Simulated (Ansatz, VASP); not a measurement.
## BaS in VASP and in Ansatz

```xyz
2
Lattice="0.0000 3.2257 3.2257 3.2257 0.0000 3.2257 3.2257 3.2257 0.0000" Properties=species:S:1:pos:R:3 pbc="T T T"
Ba    0.0000    0.0000    0.0000
S     3.2257    3.2257    3.2257
```

Change from the starting cell: volume scaled by 1, crystal datasets.

Alike in both runs: task electric field gradients; functional LDA; k mesh 8 × 8 × 8; occupations fermi-dirac, width 0.03 eV; no spin polarisation.

|  | VASP | Ansatz |
| --- | --- | --- |
| version | VASP 6.6.1 | Ansatz 0.2.0 |
| potentials or method | VASP PAW LDA potentials, release 64 (Ba_sv, S), cutoff 520 eV | all-electron PAW with datasets made for the crystal, scalar-relativistic |

```tsv
	VASP	Ansatz	Ansatz less VASP
gap on the k mesh at the Fermi level (eV)	1.95	2.05	+0.098
pressure (GPa)	-3.0	-3.6	-0.56
```

LDA's correlation is that of Perdew and Zunger in VASP and of Perdew and Wang (1992) in Ansatz. Ansatz ran all-electron here, and VASP with PAW potentials.

Neither program's run includes spin-orbit coupling.
